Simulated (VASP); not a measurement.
Runs of VASP 6.6.1 on TiO2. The structure is that of space group R-3m (No. 166), or close to it. The cells are those of the table. 

```tsv
cell	gap on the mesh (eV)	pressure (GPa)	largest force (eV/Å)
a = 5.851 Å, angles 29.1°, 3 atoms	(c)	-2.5	1.63
a = 4.835 Å, angles 34.5°, 3 atoms	3.46	46.9	3.58
a = 4.180 Å, angles 40.1°, 3 atoms	(b)	98.9	6.56
a = 5.222 Å, angles 35.1°, 3 atoms	2.58	(a)	0.64
a = 5.528 Å, angles 31.6°, 3 atoms	3.02	-4.3	0.86
```

Alike in all rows: task single point; level PBE+D3(BJ)+U; potentials or basis VASP PAW PBE potentials, release 64 (Ti_sv, O); no spin polarisation; Ti d U = 4.0 eV; k mesh 9 × 9 × 9; cutoff (eV) 520; smearing gaussian 0.05 eV.

Problem. Fill in the values left out.

Solution. (a) -13.2; (b) 3.04; (c) 2.92.

Caveats: forces of over 1 eV/Å act on the atoms, so gaps and moduli don't describe the material at rest (at least some runs); the stress differs along the axes, from -15 to 4 GPa (at least some runs); the stress differs along the axes, from 34 to 53 GPa (at least some runs); the stress differs along the axes, from 86 to 105 GPa (at least some runs); the stress differs along the axes, from -17 to -4 GPa (at least some runs); the stress differs along the axes, from -8 to -2 GPa (at least some runs).

A k mesh can miss the band edges.
